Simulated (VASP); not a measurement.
# Ir (Fm-3m) in VASP: notebook

The runs below take Ir through single point, relaxation of cell and atoms, with PBE+D4, PBE+D3(BJ), revPBE+D3(BJ).

Everything below comes from runs of VASP 6.6.1. Logs are shortened: lines on timing, memory, paths and dates and some standing lists are left out, and cuts for length are marked.

## (1) The cell of the first run

The structure is cubic, space group Fm-3m (No. 225). The conventional cell has a = 3.839 Å, b = 3.839 Å, c = 3.839 Å, α = 90.00°, β = 90.00°, γ = 90.00°. Within 3.6 Å of Ir (site symmetry m-3m) lie 12 Ir at 2.71 Å.

## (2) Single point, PBE+D4

Contents of INCAR:

```
SYSTEM = Ir
PREC = Accurate
ENCUT = 520
EDIFF = 1E-6
ISMEAR = 1
SIGMA = 0.05
LREAL = .FALSE.
LASPH = .TRUE.
NELM = 80
ALGO = Normal
ISIF = 2
LWAVE = .FALSE.
LCHARG = .FALSE.
GGA = PE
IVDW = 13
NBANDS = 10
```

Contents of KPOINTS:

```
regular mesh
0
G
  13 13 13
  0 0 0
```

Contents of POSCAR:

```
Ir
1.0
    0.0000000000      1.9192911463      1.9192911463
    1.9192911463      0.0000000000      1.9192911463
    1.9192911463      1.9192911463      0.0000000000
Ir
1
Direct
    0.0000000000      0.0000000000      0.0000000000
```

Potentials or basis: VASP PAW PBE potentials, release 64 (Ir).

The run is started by

```
cat potpaw_PBE.64/Ir/POTCAR > POTCAR
mpirun -np 1 vasp_std > vasp.out
```

OUTCAR:

```text
SYSTEM = Ir
   PREC = Accurate
   ENCUT = 520
   EDIFF = 1E-6
   ISMEAR = 1
   LREAL = .FALSE.
   LASPH = .TRUE.
   NELM = 80
   ISIF = 2
   GGA = PE
   IVDW = 13

 ion  position               nearest neighbor table
   1  0.000  0.000  0.000-

  LATTYP: Found a face centered cubic cell.
 ALAT       =     3.8385822926

  Lattice vectors:

 A1 = (   0.0000000000,   1.9192911463,   1.9192911463)
 A2 = (   1.9192911463,   0.0000000000,   1.9192911463)
 A3 = (   1.9192911463,   1.9192911463,   0.0000000000)

Analysis of symmetry for initial positions (statically):
=====================================================================
 Subroutine PRICEL returns:
 Original cell was already a primitive cell.

 Routine SETGRP: Setting up the symmetry group for a
 face centered cubic supercell.

 Subroutine GETGRP returns: Found 48 space group operations
 (whereof 48 operations were pure point group operations)
 out of a pool of 48 trial point group operations.

The static configuration has the point symmetry O_h .

Analysis of symmetry for dynamics (positions and initial velocities):
=====================================================================
 Subroutine PRICEL returns:
 Original cell was already a primitive cell.

 Routine SETGRP: Setting up the symmetry group for a
 face centered cubic supercell.

 Subroutine GETGRP returns: Found 48 space group operations
 (whereof 48 operations were pure point group operations)
 out of a pool of 48 trial point group operations.

The dynamic configuration has the point symmetry O_h .

 Subroutine INISYM returns: Found 48 space group operations
 (whereof 48 operations are pure point group operations),
 and found     1 'primitive' translations

----------------------------------------------------------------------------------------

                                     Primitive cell

  volume of cell :      14.1401

  direct lattice vectors                    reciprocal lattice vectors
     0.000000000  1.919291146  1.919291146    -0.260512847  0.260512847  0.260512847
     1.919291146  0.000000000  1.919291146     0.260512847 -0.260512847  0.260512847
     1.919291146  1.919291146  0.000000000     0.260512847  0.260512847 -0.260512847

  length of vectors
     2.714287569  2.714287569  2.714287569     0.451221486  0.451221486  0.451221486

  position of ions in fractional coordinates (direct lattice)
     0.000000000  0.000000000  0.000000000

  ion indices of the primitive-cell ions
   primitive index   ion index
                 1           1

----------------------------------------------------------------------------------------

 KPOINTS: regular mesh

Automatic generation of k-mesh.
 Grid dimensions read from file:
 generate k-points for:   13   13   13

 Generating k-lattice:

  Cartesian coordinates                     Fractional coordinates (reciprocal lattice)
    -0.020039450  0.020039450  0.020039450     0.076923077  0.000000000  0.000000000
     0.020039450 -0.020039450  0.020039450     0.000000000  0.076923077  0.000000000
     0.020039450  0.020039450 -0.020039450     0.000000000  0.000000000  0.076923077

  Length of vectors
     0.034709345  0.034709345  0.034709345

  Shift w.r.t. Gamma in fractional coordinates (k-lattice)
     0.000000000  0.000000000  0.000000000

 Subroutine IBZKPT returns following result:
 ===========================================

 Found     84 irreducible k-points:

 Following reciprocal coordinates:
            Coordinates               Weight
  0.000000  0.000000  0.000000      1.000000
  0.076923  0.000000  0.000000      8.000000
  0.153846  0.000000  0.000000      8.000000
  0.230769  0.000000  0.000000      8.000000
  0.307692  0.000000  0.000000      8.000000
  0.384615  0.000000  0.000000      8.000000
[... 16 lines left out ...]
  0.384615  0.153846  0.000000     24.000000
  0.461538  0.153846  0.000000     24.000000
 [... further k-points ...]
   k-points           NKPTS =     84   k-points in BZ     NKDIM =     84   number of bands    NBANDS=     10
   number of dos      NEDOS =    301   number of ions     NIONS =      1
   total plane-waves  NPLWV =   8000
   dimension x,y,z NGX =    20 NGY =   20 NGZ =   20
   dimension x,y,z NGXF=    40 NGYF=   40 NGZF=   40
   ions per type =               1
   NGX,Y,Z   is equivalent  to a cutoff of  12.25, 12.25, 12.25 a.u.
   NGXF,Y,Z  is equivalent  to a cutoff of  24.50, 24.50, 24.50 a.u.
 SYSTEM =  Ir
   PREC   = accura    normal or accurate (medium, high low for compatibility)
   ISTART =      0    job   : 0-new  1-cont  2-samecut
   ICHARG =      2    charge: 1-file 2-atom 10-const
   ISPIN  =      1    spin polarized calculation?
   LNONCOLLINEAR =      F non collinear calculations
   LSORBIT =      F    spin-orbit coupling
   LASPH  =      T    aspherical Exc in radial PAW
   ENCUT  =  520.0 eV  38.22 Ry    6.18 a.u.   5.05  5.05  5.05*2*pi/ulx,y,z
   NELM   =     80;   NELMIN=  2; NELMDL= -5     # of ELM steps
   EDIFF  = 0.1E-05   stopping-criterion for ELM
   LREAL  =      F    real-space projection
   EDIFFG = 0.1E-04   stopping-criterion for IOM
   NSW    =      0    number of steps for IOM
   IBRION =     -1    ionic relax: 0-MD 1-quasi-New 2-CG
   NFREE  =      0    steps in history (QN), initial steepest desc. (CG)
   ISIF   =      2    stress and relaxation
   ISYM   =      2    0-nonsym 1-usesym 2-fastsym
   POTIM  = 0.5000    time-step for ionic-motion
   TEBEG  =    0.0;   TEEND  =   0.0 temperature during run
   PSTRESS=    0.0 pullay stress
   NELECT =       9.0000    total number of electrons
   NUPDOWN=      -1.0000    fix difference up-down
   EMIN   =  10.00;   EMAX   =-10.00  energy-range for DOS
   EFERMI =   0.00;   METHOD = LEGACY
   ISMEAR =     1;   SIGMA  =   0.05  broadening in eV -4-tet -1-fermi 0-gaus
   EFERMI_NEDOS =   21; number of points for ismear=-14 and -15
   IALGO  =     38    algorithm
   IMIX   =      4    mixing-type and parameters
     AMIX     =   0.40;   BMIX     =  1.00
     AMIX_MAG =   1.60;   BMIX_MAG =  1.00
  volume/ion in A,a.u.               =      14.14        95.42
  Fermi-wavevector in a.u.,A,eV,Ry     =   1.408223  2.661156 26.981610  1.983092
  Thomas-Fermi vector in A             =   2.530403
   LORBIT       =      0    0 simple, 1 ext, 2 COOP (PROOUT), +10 PAW based schemes
   GGA     = PE    functional components
   LHFCALC =     F    Hartree Fock is set to
   AEXX    =    0.0000 exact exchange contribution
   IVDW    =    13    specifies the selected vdW correction
   LEPSILON=     F    determine dielectric tensor
   LRPA    =     F    only Hartree local field effects (RPA)
 non-spin polarized calculation
 Methfessel and Paxton  Order N= 1 SIGMA  =   0.05
  energy-cutoff  :      520.00
  volume of cell :       14.14
 maximum number of plane-waves:       388
   NGX =  9   NGY =  9   NGZ =  9

 number of electron       9.0000000 magnetization

 Free energy of the ion-electron system (eV)
  ---------------------------------------------------
  ext. energy  EPLUGINS =         0.00000000
  ---------------------------------------------------
  free energy    TOTEN  =        -8.83021715 eV

  energy without entropy =       -8.83035324  energy(sigma->0) =       -8.83026251

 E-fermi :  10.4181     XC(G=0): -13.9901

 val. band max:       10.4073587983   @ k =  -0.4615   0.4615   0.0000
 cond. band min:      10.4551310927   @ k =   0.3077   0.2308   0.0000
 fundamental gap:      0.0477722945
 Fermi energy:        10.4180807758

 k-point     1 :       0.0000    0.0000    0.0000
  band No.  band energies     occupation
      1      -0.7101      2.00000
      2       6.5300      2.00000
      3       6.5300      2.00000
      4       6.5300      2.00000
      5       9.2230      2.00000
      6       9.2230      2.00000
      7      24.7374      0.00000
      8      30.3291      0.00000
      9      30.3291      0.00000
     10      30.3291      0.00000

 k-point     2 :       0.0769    0.0000    0.0000
  band No.  band energies     occupation
      1      -0.4482      2.00000
      2       6.3926      2.00000
      3       6.6420      2.00000
      4       6.6420      2.00000
      5       9.1524      2.00000
      6       9.1524      2.00000
      7      25.1870      0.00000
      8      29.0541      0.00000
      9      30.7606      0.00000
     10      30.7606      0.00000

 k-point     3 :       0.1538    0.0000    0.0000
  band No.  band energies     occupation
      1       0.2822      2.00000
      2       6.0955      2.00000
      3       6.8881      2.00000
      4       6.8881      2.00000
      5       9.0610      2.00000
      6       9.0610      2.00000
      7      26.2616      0.00000
      8      26.9737      0.00000
      9      31.9787      0.00000
     10      31.9787      0.00000

 k-point     4 :       0.2308    0.0000    0.0000
  band No.  band energies     occupation
      1       1.2651      2.00000
      2       5.9660      2.00000
      3       6.9943      2.00000
      4       6.9943      2.00000
      5       9.2753      2.00000
      6       9.2753      2.00000
      7      24.7434      0.00000
      8      27.2271      0.00000
      9      33.7180      0.00000
     10      33.7180      0.00000

 k-point     5 :       0.3077    0.0000    0.0000
  band No.  band energies     occupation
      1       2.0371      2.00000
      2       6.5172      2.00000
      3       6.8303      2.00000
      4       6.8303      2.00000
      5       9.9275      2.00000
      6       9.9275      2.00000
      7      22.5120      0.00000
      8      26.4070      0.00000
      9      33.7629      0.00000
     10      33.7629      0.00000

 k-point     6 :       0.3846    0.0000    0.0000
  band No.  band energies     occupation
      1       2.2989      2.00000
      2       6.5939      2.00000
      3       6.5939      2.00000
      4       7.9305      2.00000
      5      10.7116     -0.00000
      6      10.7116     -0.00000
      7      20.0354      0.00000
      8      25.0729      0.00000
      9      31.6482      0.00000
     10      31.6482      0.00000
[... 183 lines left out ...]
 k-point    21 :       0.2308    0.1538    0.0000
  band No.  band energies     occupation
      1       1.4120      2.00000
      2       5.2238      2.00000
      3       7.2999      2.00000
      4       7.6576      2.00000
      5       8.2722      2.00000
      6       9.8649      2.00000
      7      27.1177      0.00000
      8      28.1475      0.00000
      9      30.3188      0.00000
     10      30.9249      0.00000

 k-point    22 :       0.3077    0.1538    0.0000
  band No.  band energies     occupation
      1       2.3422      2.00000
      2       5.0962      2.00000
      3       6.7548      2.00000
      4       7.7368      2.00000
      5       9.3212      2.00000
      6      10.3647      2.06160
      7      24.8371      0.00000
      8      28.1778      0.00000
      9      29.9894      0.00000
     10      31.3022      0.00000

 k-point    23 :       0.3846    0.1538    0.0000
  band No.  band energies     occupation
      1       2.9299      2.00000
      2       5.5621      2.00000
      3       6.3214      2.00000
      4       7.5601      2.00000
      5      10.8064     -0.00000
      6      11.0049     -0.00000
      7      21.9810      0.00000
      8      26.9192      0.00000
      9      29.2930      0.00000
     10      31.3966      0.00000

 k-point    24 :       0.4615    0.1538    0.0000
  band No.  band energies     occupation
      1       3.0673      2.00000
      2       5.7904      2.00000
      3       6.8307      2.00000
      4       7.3241      2.00000
      5      11.3924     -0.00000
      6      12.5770      0.00000
      7      19.0851      0.00000
      8      26.0225      0.00000
      9      28.8713      0.00000
     10      30.1105      0.00000

 [... further k-points ...]

------------------------ aborting loop because EDIFF is reached ----------------------------------------

  DFT-D4 for vdW energy calculation

  Edisp (eV):   -0.92407

  FORCE on cell =-STRESS in cart. coord.  units (eV):
  Direction    XX          YY          ZZ          XY          YZ          ZX
  --------------------------------------------------------------------------------------
  -------------------------------------------------------------------------------------
  Total       0.05115     0.05115     0.05115     0.00000     0.00000     0.00000
  in kB       5.79593     5.79593     5.79593     0.00000     0.00000     0.00000
  external pressure =        5.80 kB  Pullay stress =        0.00 kB

 VOLUME and BASIS-vectors are now :
 -----------------------------------------------------------------------------
  energy-cutoff  :      520.00
  volume of cell :       14.14
      direct lattice vectors                 reciprocal lattice vectors
     0.000000000  1.919291146  1.919291146    -0.260512847  0.260512847  0.260512847
     1.919291146  0.000000000  1.919291146     0.260512847 -0.260512847  0.260512847
     1.919291146  1.919291146  0.000000000     0.260512847  0.260512847 -0.260512847

 POSITION                                       TOTAL-FORCE (eV/Angst)
 -----------------------------------------------------------------------------------
      0.00000      0.00000      0.00000        -0.000000      0.000000     -0.000000
 -----------------------------------------------------------------------------------
    total drift:                                0.000000      0.000000      0.000000

  FREE ENERGIE OF THE ION-ELECTRON SYSTEM (eV)
  ---------------------------------------------------
  free  energy   TOTEN  =        -9.7542915537 eV

  energy  without entropy=       -9.7544276468  energy(sigma->0) =       -9.75433692
```

Wall time 6.4 s (1 thread of Intel Xeon 6975P-C, shared host); peak memory 0.14 GiB.

What came out:

- Free energy: -9.7543 eV
- Pressure: 0.6 GPa
- Dispersion energy per atom: -0.924 eV

Caveat: spin-orbit coupling is left out, which moves the levels of the heavy elements; pairwise dispersion overbinds metals, which lowers pressure and volume.

## (3) Single point, PBE+D3(BJ)

This run uses another cell than the first one, of 14.17 Å³/atom, 1.002 times its volume.

Contents of INCAR:

```
PREC = Accurate ; ENCUT = 520
EDIFF = 1E-6 ; ISMEAR = 1
SIGMA = 0.05 ; LREAL = False
LASPH = True ; NELM = 100
ALGO = Normal ; ISIF = 2
LWAVE = False ; LCHARG = False
GGA = PE ; IVDW = 12
NBANDS = 10
```

Contents of KPOINTS:

```
Automatic mesh
0
Gamma
  13 13 13
```

Contents of POSCAR:

```
Ir
1.0
    0.0000000000      1.9205980473      1.9205980473
    1.9205980473      0.0000000000      1.9205980473
    1.9205980473      1.9205980473      0.0000000000
Ir
1
Direct
    0.0000000000      0.0000000000      0.0000000000
```

Potentials or basis: VASP PAW PBE potentials, release 64 (Ir).

The run is started by

```
cat potpaw_PBE.64/Ir/POTCAR > POTCAR
mpirun -np 1 vasp_std > vasp.out
```

Wall time 5.7 s (1 thread of Intel Xeon 6975P-C, shared host); peak memory 0.14 GiB.

The run converged. Its results:

```yaml
Free_energy: -9.5659 eV
Pressure: 0.6 GPa
Dispersion_energy_per_atom: -0.734 eV
```

Levels at points of the mesh, in eV from the Fermi level:
```csv
k point,band 2,band 3,band 4,band 5,band 6,band 7
"(0.00, 0.00, 0.00)",-3.88,-3.88,-3.88,-1.19,-1.19,14.32
```

Caveat: spin-orbit coupling is left out, which moves the levels of the heavy elements; pairwise dispersion overbinds metals, which lowers pressure and volume.

## (4) Single point, revPBE+D3(BJ)

This run uses another cell than the first one, of 13.99 Å³/atom, 0.990 times its volume.

Contents of INCAR:

```
SYSTEM = Ir
PREC     = Accurate       ! precision mode
ENCUT    = 520            ! plane-wave cutoff, eV
EDIFF    = 1E-7           ! SCF threshold, eV
ISMEAR   = 1              ! smearing method
SIGMA    = 0.05           ! smearing width, eV
LREAL    = .False.        ! projectors in reciprocal space
LASPH    = .True.         ! aspherical terms in the spheres
NELM     = 100            ! most SCF steps
ALGO     = Normal         ! electronic algorithm
ISIF     = 2              ! what is computed and relaxed
LWAVE    = .False.        ! write WAVECAR
LCHARG   = .False.        ! write CHGCAR
GGA      = RE             ! functional
IVDW     = 12             ! dispersion correction
NBANDS   = 10             ! bands
```

Contents of KPOINTS:

```
Automatic mesh
0
Gamma
  13 13 13
  0 0 0
```

Contents of POSCAR:

```
Ir
1.0
    0.0000000000      1.9127032499      1.9127032499
    1.9127032499      0.0000000000      1.9127032499
    1.9127032499      1.9127032499      0.0000000000
Ir
1
Direct
    0.0000000000      0.0000000000      0.0000000000
```

The run is started by

```
cat potpaw_PBE.64/Ir/POTCAR > POTCAR
mpirun -np 1 vasp_std > vasp.out
```

Wall time 7.3 s (1 thread of Intel Xeon 6975P-C, shared host); peak memory 0.14 GiB.

It converged, with:

| Item | Value |
| --- | --- |
| Free energy | -9.6733 eV |
| Pressure | 0.6 GPa |
| Dispersion energy per atom | -1.396 eV |

Levels at points of the mesh, in eV from the Fermi level:
| k point | band 1 | band 2 | band 3 | band 4 | band 5 | band 6 | band 7 | band 8 | band 9 |
| --- | --- | --- | --- | --- | --- | --- | --- | --- | --- |
| (0.00, 0.00, 0.00) | -11.22 | -3.95 | -3.95 | -3.95 | -1.22 | -1.22 | 14.28 | 19.94 | 19.94 |

Caveat: the PAW data sets were made with another functional, which shifts forces and pressure a little; spin-orbit coupling is left out, which moves the levels of the heavy elements; pairwise dispersion overbinds metals, which lowers pressure and volume.

(Continued in part 2 of 2.)
